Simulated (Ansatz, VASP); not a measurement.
## One calculation of LiNbO3, two programs

```
CELL_PARAMETERS angstrom
2.55596 1.47568 4.80060
-2.55596 1.47568 4.80060
0.00000 -2.95137 4.80060
ATOMIC_POSITIONS crystal
Li 0.25000 0.25000 0.25000
Li 0.75000 0.75000 0.75000
Nb 0.00000 0.00000 0.00000
Nb 0.50000 0.50000 0.50000
O 0.13991 0.36009 0.75000
O 0.75000 0.13991 0.36009
O 0.36009 0.75000 0.13991
O 0.86009 0.63991 0.25000
O 0.25000 0.86009 0.63991
O 0.63991 0.25000 0.86009
```

Alike in both runs: task single point; functional PBE; k mesh 6 × 6 × 6; occupations gaussian, width 0.05 eV; no spin polarisation.

|  | VASP | Ansatz |
| --- | --- | --- |
| version | VASP 6.6.1 | Ansatz 0.2.0 |
| potentials or method | VASP PAW PBE potentials, release 64 (Li_sv, Nb_sv, O), cutoff 520 eV | scalar-relativistic, plane waves, PAW |
| valence electrons in the cell | 68 | 68 |

```tsv
	VASP	Ansatz	Ansatz less VASP
gap on the k mesh at the Fermi level (eV)	2.36	2.38	+0.021
least direct gap on the mesh (eV)	2.52	2.54	+0.020
rms of the force components (eV/Å)	0.197	0.206	+0.0093
```

Atom by atom the forces differ by 0.009 eV/Å (rms over components). The functional is the same, so the differences come from potentials, cutoffs and numerics.

Noted on VASP's run: the cutoff is under 1.25 times that of the potentials, so the pressure is a little rough.
